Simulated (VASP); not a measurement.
System: B5As4, a slab with vacuum.

```xyz
9
Lattice="3.3714 0.0000 0.0000 0.0000 3.3714 0.0000 0.0000 0.0000 24.5358" Properties=species:S:1:pos:R:3 pbc="T T T"
B     1.6857    1.6857    7.5000
B     0.0000    0.0000    9.8839
B     1.6857    1.6857   12.2679
B     0.0000    0.0000   14.6518
B     1.6857    1.6857   17.0358
As    1.6857    0.0000    8.6920
As    0.0000    1.6857   11.0759
As    1.6857    0.0000   13.4598
As    0.0000    1.6857   15.8438
```

Base run:

```yaml
Program: VASP 6.6.1
Functional: PBEsol
Potentials_or_basis: VASP PAW PBE potentials, release 64 (B, As)
Cutoff: 520 eV
k_mesh: 8 × 8 × 1
Occupations: gaussian, width 0.05 eV
Spin: no spin polarisation
```

Its results: largest force 1.367 eV/Å.

**Question.** The run is repeated on the same cell with these changes: spin from no spin polarisation to collinear spin; further incar settings from ALGO = Normal; EDIFF = 1e-06; NBANDS = 28 to ALGO = Normal; EDIFF = 1e-06; NBANDS = 32. What comes out?

**Answer.** Net moment 2.50 μB per cell; site moments B +0.46, +0.06, +0.03 (each value once); As +0.05, +0.02 (each value once) μB; largest force 1.493 eV/Å.

Caveats: the PAW data sets were made with another functional, which shifts forces and pressure a little; an odd number of electrons without spin polarisation forces a metal (at least some runs); a magnetic or distorted state may lie lower (at least some runs).
